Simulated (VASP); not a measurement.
A run of VASP 6.6.1:

The input INCAR:

```
SYSTEM = SnSe
PREC = Accurate ; ENCUT = 520
EDIFF = 1E-8 ; ISMEAR = -1
SIGMA = 0.05 ; LREAL = .False.
LASPH = .True. ; NELM = 100
ALGO = Normal ; ISIF = 2
LWAVE = .False. ; LCHARG = .True.
GGA = PS ; IBRION = 8
NSW = 1
```

Contents of KPOINTS:

```
regular mesh
0
Gamma
  6 6 6
  0 0 0
```

Contents of POSCAR:

```
SnSe
1.0
    0.0000000000      3.0100000000      3.0100000000
    3.0100000000      0.0000000000      3.0100000000
    3.0100000000      3.0100000000      0.0000000000
Sn Se
1 1
Direct
    0.0000000000      0.0000000000      0.0000000000
    0.5000000000      0.5000000000      0.5000000000
```

Potentials or basis: VASP PAW PBE potentials, release 64 (Sn_d, Se).

The run is started by

```console
$ cat potpaw_PBE.64/Sn_d/POTCAR potpaw_PBE.64/Se/POTCAR > POTCAR
$ mpirun -np 1 vasp_std > vasp.out
```

Hardware: 1 thread of Intel(R) Xeon(R) Platinum 8488C (Sapphire Rapids), on a shared host.

Q: Estimate the wall time of this run.

A: Run time: 60 s on 1 thread of Intel(R) Xeon(R) Platinum 8488C (Sapphire Rapids), on a shared host, peak memory 0.24 GiB. Counts: scf iterations 44, k points 16.
